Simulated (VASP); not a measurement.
Wanted: the native input for a VASP 6.6.1 run.

```yaml
Task: single point
Functional: r2SCAN
Potentials_or_basis: VASP PAW PBE potentials, release 64 (Ni)
Cutoff: 520 eV
k_mesh: 20 × 20 × 20
Occupations: gaussian, width 0.1 eV
Spin: collinear spin, ferromagnetic start
Starting_moments: "[0.9] μB"
Dipole_correction: no
Further_INCAR_settings: ALGO = Normal; EDIFF = 1e-06; NBANDS = 15
```

The system is Ni.

```
CELL_PARAMETERS angstrom
0.00000 1.75656 1.75656
1.75656 0.00000 1.75656
1.75656 1.75656 0.00000
ATOMIC_POSITIONS crystal
Ni 0.00000 0.00000 0.00000
```

One way to write it, as run:

POSCAR

```
Ni
1.0
    0.0000000000      1.7565575398      1.7565575398
    1.7565575398      0.0000000000      1.7565575398
    1.7565575398      1.7565575398      0.0000000000
Ni
1
Direct
    0.0000000000      0.0000000000      0.0000000000
```

INCAR.step1

```
ALGO = Normal
EDIFF = 1E-4
ENCUT = 520
GGA = PE
ISMEAR = 0
ISPIN = 2
LASPH = True
LCHARG = False
LMAXMIX = 4
LREAL = False
LWAVE = True
MAGMOM = 0.9
NBANDS = 15
NELM = 150
PREC = Accurate
SIGMA = 0.1
```

INCAR.step2

```
ALGO = Normal
EDIFF = 1E-6
ENCUT = 520
ISIF = 2
ISMEAR = 0
ISPIN = 2
ISTART = 1
LASPH = True
LCHARG = True
LELF = True
LMAXMIX = 4
LMIXTAU = True
LORBIT = 11
LREAL = False
LVHAR = True
LWAVE = False
MAGMOM = 0.9
METAGGA = R2SCAN
NBANDS = 15
NELM = 150
PREC = Accurate
SIGMA = 0.1
```

KPOINTS

```
k-points
0
Gamma
  20 20 20
```

Potentials or basis: VASP PAW PBE potentials, release 64 (Ni).

Launch:

```console
$ cat potpaw_PBE.64/Ni/POTCAR > POTCAR
$ cp INCAR.step1 INCAR
$ mpirun -np 1 vasp_std > vasp.out
$ cp INCAR.step2 INCAR
$ mpirun -np 1 vasp_std > vasp.out
```

Results of the run:

The pressure is -5.4 GPa. The net moment is 0.74 μB per cell. The site moments are Ni +0.77 μB and the valence electrons inside the program's atomic spheres are Ni 9.35.

Caveat: the cell stands under tension; the PAW data sets were made with another functional, which shifts forces and pressure a little.

Wall time 120 s on 1 thread of Intel(R) Xeon(R) 6975P-C (Granite Rapids), on a shared host, peak memory 0.17 GiB.
